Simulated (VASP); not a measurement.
# TiPt3 (Pm-3m) in VASP: a series of runs

Runs on TiPt3. Level: LDA. Tasks: single point.

Everything below comes from runs of VASP 6.6.1. Logs are shortened: lines on timing, memory, paths and dates and some standing lists are left out, and cuts for length are marked.

### Step 1. The cell of the first run

It takes space group Pm-3m (No. 221, cubic). Conventional cell: a = 3.897 Å, b = 3.897 Å, c = 3.897 Å, α = 90.00°, β = 90.00°, γ = 90.00°. Pt (site symmetry 4/mmm) has 8 Pt at 2.76 Å and 4 Ti at 2.76 Å within 3.6 Å. Ti (site symmetry m-3m) has 12 Pt at 2.76 Å within 3.6 Å.

### Step 2. Single point, LDA

INCAR

```
PREC = Accurate ; ENCUT = 520
EDIFF = 1E-6 ; ISMEAR = -1
SIGMA = 0.05 ; LREAL = F
LASPH = T ; NELM = 100
ALGO = Normal ; ISIF = 2
LWAVE = F ; LCHARG = F
NBANDS = 29
```

KPOINTS

```
regular mesh
0
Gamma
  7 7 7
```

POSCAR

```
TiPt3
1.0
    3.8970000000      0.0000000000      0.0000000000
    0.0000000000      3.8970000000      0.0000000000
    0.0000000000      0.0000000000      3.8970000000
Pt Ti
3 1
Direct
    0.5000000000      0.5000000000      0.0000000000
    0.5000000000      0.0000000000      0.5000000000
    0.0000000000      0.5000000000      0.5000000000
    0.0000000000      0.0000000000      0.0000000000
```

Potentials or basis: VASP PAW LDA potentials, release 64 (Pt, Ti_sv).

Started as:

```sh
$ cat potpaw_LDA.64/Pt/POTCAR potpaw_LDA.64/Ti_sv/POTCAR > POTCAR
$ mpirun -np 1 vasp_std > vasp.out
```

OUTCAR:

```text
PREC = Accurate
   ENCUT = 520
   EDIFF = 1E-6
   ISMEAR = -1
   LREAL = F
   LASPH = T
   NELM = 100
   ISIF = 2

 ion  position               nearest neighbor table
   1  0.500  0.500  0.000-   2 2.76   3 2.76   4 2.76   2 2.76   3 2.76   2 2.76   4 2.76   2 2.76
                             3 2.76   4 2.76   3 2.76   4 2.76
   2  0.500  0.000  0.500-   1 2.76   3 2.76   4 2.76   1 2.76   4 2.76   1 2.76   3 2.76   1 2.76
                             3 2.76   4 2.76   4 2.76   3 2.76
   3  0.000  0.500  0.500-   1 2.76   2 2.76   4 2.76   1 2.76   4 2.76   2 2.76   4 2.76   4 2.76
                             1 2.76   2 2.76   1 2.76   2 2.76
   4  0.000  0.000  0.000-   1 2.76   2 2.76   3 2.76   2 2.76   3 2.76   1 2.76   3 2.76   3 2.76
                             1 2.76   2 2.76   2 2.76   1 2.76

  LATTYP: Found a simple cubic cell.
 ALAT       =     3.8970000000

  Lattice vectors:

 A1 = (   3.8970000000,   0.0000000000,   0.0000000000)
 A2 = (   0.0000000000,   3.8970000000,   0.0000000000)
 A3 = (   0.0000000000,   0.0000000000,   3.8970000000)

Analysis of symmetry for initial positions (statically):
=====================================================================
 Subroutine PRICEL returns:
 Original cell was already a primitive cell.

 Routine SETGRP: Setting up the symmetry group for a
 simple cubic supercell.

 Subroutine GETGRP returns: Found 48 space group operations
 (whereof 48 operations were pure point group operations)
 out of a pool of 48 trial point group operations.

The static configuration has the point symmetry O_h .

Analysis of symmetry for dynamics (positions and initial velocities):
=====================================================================
 Subroutine PRICEL returns:
 Original cell was already a primitive cell.

 Routine SETGRP: Setting up the symmetry group for a
 simple cubic supercell.

 Subroutine GETGRP returns: Found 48 space group operations
 (whereof 48 operations were pure point group operations)
 out of a pool of 48 trial point group operations.

The dynamic configuration has the point symmetry O_h .

 Subroutine INISYM returns: Found 48 space group operations
 (whereof 48 operations are pure point group operations),
 and found     1 'primitive' translations

----------------------------------------------------------------------------------------

                                     Primitive cell

  volume of cell :      59.1822

  direct lattice vectors                    reciprocal lattice vectors
     3.897000000  0.000000000  0.000000000     0.256607647  0.000000000  0.000000000
     0.000000000  3.897000000  0.000000000     0.000000000  0.256607647  0.000000000
     0.000000000  0.000000000  3.897000000     0.000000000  0.000000000  0.256607647

  length of vectors
     3.897000000  3.897000000  3.897000000     0.256607647  0.256607647  0.256607647

  position of ions in fractional coordinates (direct lattice)
     0.500000000  0.500000000  0.000000000
     0.500000000  0.000000000  0.500000000
     0.000000000  0.500000000  0.500000000
     0.000000000  0.000000000  0.000000000

  ion indices of the primitive-cell ions
   primitive index   ion index
                 1           1
                 2           2
                 3           3
                 4           4

----------------------------------------------------------------------------------------

 KPOINTS: regular mesh

Automatic generation of k-mesh.
 Grid dimensions read from file:
 generate k-points for:    7    7    7

 Generating k-lattice:

  Cartesian coordinates                     Fractional coordinates (reciprocal lattice)
     0.036658235  0.000000000  0.000000000     0.142857143  0.000000000  0.000000000
     0.000000000  0.036658235  0.000000000     0.000000000  0.142857143  0.000000000
     0.000000000  0.000000000  0.036658235     0.000000000  0.000000000  0.142857143

  Length of vectors
     0.036658235  0.036658235  0.036658235

  Shift w.r.t. Gamma in fractional coordinates (k-lattice)
     0.000000000  0.000000000  0.000000000

 Subroutine IBZKPT returns following result:
 ===========================================

 Found     20 irreducible k-points:

 Following reciprocal coordinates:
            Coordinates               Weight
  0.000000  0.000000  0.000000      1.000000
  0.142857  0.000000  0.000000      6.000000
  0.285714  0.000000  0.000000      6.000000
  0.428571  0.000000  0.000000      6.000000
  0.142857  0.142857  0.000000     12.000000
  0.285714  0.142857  0.000000     24.000000
[... 12 lines left out ...]
  0.428571  0.428571  0.285714     24.000000
  0.428571  0.428571  0.428571      8.000000
   k-points           NKPTS =     20   k-points in BZ     NKDIM =     20   number of bands    NBANDS=     29
   number of dos      NEDOS =    301   number of ions     NIONS =      4
   total plane-waves  NPLWV =  27000
   dimension x,y,z NGX =    30 NGY =   30 NGZ =   30
   dimension x,y,z NGXF=    60 NGYF=   60 NGZF=   60
   ions per type =               3   1
   NGX,Y,Z   is equivalent  to a cutoff of  12.80, 12.80, 12.80 a.u.
   NGXF,Y,Z  is equivalent  to a cutoff of  25.60, 25.60, 25.60 a.u.
 SYSTEM =  unknown system
   PREC   = accura    normal or accurate (medium, high low for compatibility)
   ISTART =      0    job   : 0-new  1-cont  2-samecut
   ICHARG =      2    charge: 1-file 2-atom 10-const
   ISPIN  =      1    spin polarized calculation?
   LNONCOLLINEAR =      F non collinear calculations
   LSORBIT =      F    spin-orbit coupling
   LASPH  =      T    aspherical Exc in radial PAW
   ENCUT  =  520.0 eV  38.22 Ry    6.18 a.u.   7.25  7.25  7.25*2*pi/ulx,y,z
   NELM   =    100;   NELMIN=  2; NELMDL= -5     # of ELM steps
   EDIFF  = 0.1E-05   stopping-criterion for ELM
   LREAL  =      F    real-space projection
   EDIFFG = 0.1E-04   stopping-criterion for IOM
   NSW    =      0    number of steps for IOM
   IBRION =     -1    ionic relax: 0-MD 1-quasi-New 2-CG
   NFREE  =      0    steps in history (QN), initial steepest desc. (CG)
   ISIF   =      2    stress and relaxation
   ISYM   =      2    0-nonsym 1-usesym 2-fastsym
   POTIM  = 0.5000    time-step for ionic-motion
   TEBEG  =    0.0;   TEEND  =   0.0 temperature during run
   PSTRESS=    0.0 pullay stress
   NELECT =      42.0000    total number of electrons
   NUPDOWN=      -1.0000    fix difference up-down
   EMIN   =  10.00;   EMAX   =-10.00  energy-range for DOS
   EFERMI =   0.00;   METHOD = LEGACY
   ISMEAR =    -1;   SIGMA  =   0.05  broadening in eV -4-tet -1-fermi 0-gaus
   EFERMI_NEDOS =   21; number of points for ismear=-14 and -15
   IALGO  =     38    algorithm
   IMIX   =      4    mixing-type and parameters
     AMIX     =   0.40;   BMIX     =  1.00
     AMIX_MAG =   1.60;   BMIX_MAG =  1.00
  volume/ion in A,a.u.               =      14.80        99.85
  Fermi-wavevector in a.u.,A,eV,Ry     =   1.460251  2.759474 29.012153  2.132333
  Thomas-Fermi vector in A             =   2.576723
   LORBIT       =      0    0 simple, 1 ext, 2 COOP (PROOUT), +10 PAW based schemes
   GGA     = CA    functional components
   LHFCALC =     F    Hartree Fock is set to
   AEXX    =    0.0000 exact exchange contribution
   IVDW    =     0    specifies the selected vdW correction
   LEPSILON=     F    determine dielectric tensor
   LRPA    =     F    only Hartree local field effects (RPA)
 non-spin polarized calculation
  energy-cutoff  :      520.00
  volume of cell :       59.18
 maximum number of plane-waves:      1604
 NGX is ok and might be reduce to    30
   NGX = 15   NGY = 15   NGZ = 15

 number of electron      41.9999997 magnetization

 Free energy of the ion-electron system (eV)
  ---------------------------------------------------
  ext. energy  EPLUGINS =         0.00000000
  ---------------------------------------------------
  free energy    TOTEN  =       -34.61659516 eV

  energy without entropy =      -34.60323757  energy(sigma->0) =      -34.60991637

 E-fermi :  11.7264     XC(G=0): -13.5053

 val. band max:       11.5896124460   @ k =   0.4286   0.0000   0.0000
 cond. band min:      11.7443564297   @ k =   0.0000   0.0000   0.0000
 fundamental gap:      0.1547439837
 Fermi energy:        11.7264070728

 k-point     1 :       0.0000    0.0000    0.0000
  band No.  band energies     occupation
      1     -45.7397      2.00000
      2     -22.3487      2.00000
      3     -22.3487      2.00000
      4     -22.3487      2.00000
      5       1.4837      2.00000
      6       4.2694      2.00000
[... 21 lines left out ...]
     28      13.7600      0.00000
     29      20.1229      0.00000

 k-point     2 :       0.1429    0.0000    0.0000
  band No.  band energies     occupation
      1     -45.7394      2.00000
      2     -22.3545      2.00000
      3     -22.3496      2.00000
      4     -22.3496      2.00000
      5       1.7539      2.00000
      6       4.4399      2.00000
[... 21 lines left out ...]
     28      15.0705      0.00000
     29      19.6661      0.00000

 k-point     3 :       0.2857    0.0000    0.0000
  band No.  band energies     occupation
      1     -45.7385      2.00000
      2     -22.3672      2.00000
      3     -22.3517      2.00000
      4     -22.3517      2.00000
      5       2.5110      2.00000
      6       4.8436      2.00000
[... 21 lines left out ...]
     28      16.9835      0.00000
     29      18.9363      0.00000

 k-point     4 :       0.4286    0.0000    0.0000
  band No.  band energies     occupation
      1     -45.7378      2.00000
      2     -22.3775      2.00000
      3     -22.3533      2.00000
      4     -22.3533      2.00000
      5       3.4775      2.00000
      6       4.9162      2.00000
[... 469 lines left out ...]
     28      15.4284      0.00000
     29      17.2287      0.00000

 k-point    19 :       0.4286    0.4286    0.2857
  band No.  band energies     occupation
      1     -45.7372      2.00000
      2     -22.3667      2.00000
      3     -22.3649      2.00000
      4     -22.3603      2.00000
      5       4.3320      2.00000
      6       4.6602      2.00000
[... 21 lines left out ...]
     28      14.6369      0.00000
     29      17.6528      0.00000

 k-point    20 :       0.4286    0.4286    0.4286
  band No.  band energies     occupation
      1     -45.7372      2.00000
      2     -22.3640      2.00000
      3     -22.3623      2.00000
      4     -22.3623      2.00000
      5       4.2010      2.00000
      6       4.3813      2.00000
[... 21 lines left out ...]
     28      13.4940      0.00000
     29      17.4354      0.00000

------------------------ aborting loop because EDIFF is reached ----------------------------------------

  FORCE on cell =-STRESS in cart. coord.  units (eV):
  Direction    XX          YY          ZZ          XY          YZ          ZX
  --------------------------------------------------------------------------------------
  -------------------------------------------------------------------------------------
  Total       -1.5923931     -1.5923931     -1.5923931      0.0000000      0.0000000     -0.0000000
  in kB      -43.1091701    -43.1091701    -43.1091701      0.0000000      0.0000000     -0.0000000
  external PRESSURE =     -43.1091701 kB  Pullay stress =       0.0000000 kB

 VOLUME and BASIS-vectors are now :
 -----------------------------------------------------------------------------
  energy-cutoff  :      520.00
  volume of cell :       59.18
      direct lattice vectors                 reciprocal lattice vectors
     3.897000000  0.000000000  0.000000000     0.256607647  0.000000000  0.000000000
     0.000000000  3.897000000  0.000000000     0.000000000  0.256607647  0.000000000
     0.000000000  0.000000000  3.897000000     0.000000000  0.000000000  0.256607647

 POSITION                                       TOTAL-FORCE (eV/Angst)
 -----------------------------------------------------------------------------------
      1.94850      1.94850      0.00000         0.000000      0.000000      0.000000
      1.94850      0.00000      1.94850         0.000000      0.000000      0.000000
      0.00000      1.94850      1.94850         0.000000      0.000000      0.000000
      0.00000      0.00000      0.00000         0.000000      0.000000      0.000000
 -----------------------------------------------------------------------------------
    total drift:                                0.000000      0.000000     -0.000000

  FREE ENERGIE OF THE ION-ELECTRON SYSTEM (eV)
  ---------------------------------------------------
  free  energy   TOTEN  =       -34.6165951591 eV

  energy  without entropy=      -34.6032375734  energy(sigma->0) =      -34.60991637
```

Wall time 30 s (1 thread of Intel Xeon Platinum 8488C (Sapphire Rapids), shared host); peak memory 0.16 GiB.

What came out:

* Free energy: -34.6166 eV
* Pressure: -4.3 GPa
* Band gap on the k mesh: zero (band 21 reaches 13.10 eV, above the bottom of band 22 at 11.59 eV)

Caveat: spin-orbit coupling is left out, which moves the levels of the heavy elements.

### Step 3. Single point, LDA (volume scaled by 1.02)

INCAR

```
SYSTEM = TiPt3
ALGO = Fast
EDIFF = 1E-7
ENCUT = 520
GGA = CA
ISIF = 2
ISMEAR = -1
LASPH = .TRUE.
LCHARG = .TRUE.
LELF = .TRUE.
LREAL = .FALSE.
LVHAR = .TRUE.
LWAVE = .FALSE.
NBANDS = 29
NELM = 80
PREC = Accurate
SIGMA = 0.05
```

KPOINTS

```
k-points
0
G
  7 7 7
  0 0 0
```

POSCAR

```
TiPt3
1.0
    3.9228086992      0.0000000000      0.0000000000
    0.0000000000      3.9228086992      0.0000000000
    0.0000000000      0.0000000000      3.9228086992
Pt Ti
3 1
Direct
    0.5000000000      0.5000000000      0.0000000000
    0.5000000000      0.0000000000      0.5000000000
    0.0000000000      0.5000000000      0.5000000000
    0.0000000000      0.0000000000      0.0000000000
```

Potentials or basis: VASP PAW LDA potentials, release 64 (Pt, Ti_sv).

Started as:

```sh
$ cat potpaw_LDA.64/Pt/POTCAR potpaw_LDA.64/Ti_sv/POTCAR > POTCAR
$ mpirun -np 1 vasp_std > vasp.out
```

Run time: 86 s. Hardware: 1 thread of Intel Xeon Platinum 8488C (Sapphire Rapids), shared host; peak memory 0.16 GiB.

It converged, with:

* Free energy: -34.5672 eV
* Pressure: -9.2 GPa
* Band gap on the k mesh: zero (band 21 reaches 12.69 eV, above the bottom of band 22 at 11.24 eV)

Levels at points of the mesh, in eV from the Fermi level:
```
           k point  band 19  band 20  band 21  band 22  band 23  band 24
(0.00, 0.00, 0.00)     0.01     0.01     1.33     1.33     1.60     1.60
```

Caveat: spin-orbit coupling is left out, which moves the levels of the heavy elements.
